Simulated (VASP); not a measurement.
A run of VASP 6.6.1:

Contents of INCAR:

```
SYSTEM = MgS
PREC = Accurate
ENCUT = 520
EDIFF = 1E-8
ISMEAR = -1
SIGMA = 0.01
LREAL = .FALSE.
LASPH = .TRUE.
NELM = 100
ALGO = Normal
ISIF = 2
LWAVE = .FALSE.
LCHARG = .FALSE.
GGA = CA
LEFG = .TRUE.
NBANDS = 11
```

Contents of KPOINTS:

```
Automatic mesh
0
G
  8 8 8
  0 0 0
```

Contents of POSCAR:

```
MgS
1.0
    0.0000000000      2.6016500000      2.5236005000
    2.6016500000      0.0000000000      2.5236005000
    2.6016500000      2.6016500000      0.0000000000
Mg S
1 1
Direct
    0.0000000000      0.0000000000      0.0000000000
    0.5000000000      0.5000000000      0.5000000000
```

Potentials or basis: VASP PAW LDA potentials, release 64 (Mg, S).

Command:

```bash
$ cat potpaw_LDA.64/Mg/POTCAR potpaw_LDA.64/S/POTCAR > POTCAR
$ mpirun -np 1 vasp_std > vasp.out
```

Hardware: 1 thread of Intel Xeon 8259CL (shared host).

Estimate the wall time of this run.

It took 34 s on 1 thread of Intel Xeon 8259CL (shared host), peak memory 0.15 GiB. Counts: scf iterations 14, k points 59.
